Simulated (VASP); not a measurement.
A run of VASP 6.6.1 is set up as follows.

INCAR

```
SYSTEM = B
PREC = Accurate ; ENCUT = 520
EDIFF = 1E-6 ; ISMEAR = 0
SIGMA = 0.1 ; LREAL = .False.
LASPH = .True. ; NELM = 60
ALGO = Normal ; ISIF = 2
LWAVE = .False. ; LCHARG = .True.
GGA = PE ; LELF = .True.
LVHAR = .True. ; NBANDS = 18
```

File KPOINTS:

```
regular mesh
0
Gamma
  12 12 8
  0 0 0
```

Contents of POSCAR:

```
B
1.0
    2.8845052438      0.0000000000      0.0000000000
   -1.4422526219      2.4980548184      0.0000000000
    0.0000000000      0.0000000000      5.3403967806
B
6
Direct
    0.0000000000      0.0000000000      0.0000000000
    0.3333333333      0.6666666667      0.1589850909
    0.6666666667      0.3333333333      0.3452711086
    0.3333333333      0.6666666667      0.5000000000
    0.6666666667      0.3333333333      0.6547288914
    0.3333333333      0.6666666667      0.8410149091
```

Potentials or basis: VASP PAW PBE potentials, release 64 (B).

Command:

```sh
$ cat potpaw_PBE.64/B/POTCAR > POTCAR
$ mpirun -np 1 vasp_std > vasp.out
```

Question: What does it give for the largest force?

Answer: 0.013 eV/Å.

Question: Estimate the band gap on the k mesh.

Answer: Zero (bands 9 and 10 overlap by 3.29 eV).

Question: What does it give for the pressure?

Answer: 0.0 GPa.

Forces in eV/Å, atoms in the order of the input:
```
B    0.000  0.000  0.000
B    0.000  0.000  0.008
B    0.000  0.000 -0.013
B    0.000  0.000  0.000
B    0.000  0.000  0.013
B    0.000  0.000 -0.008
```
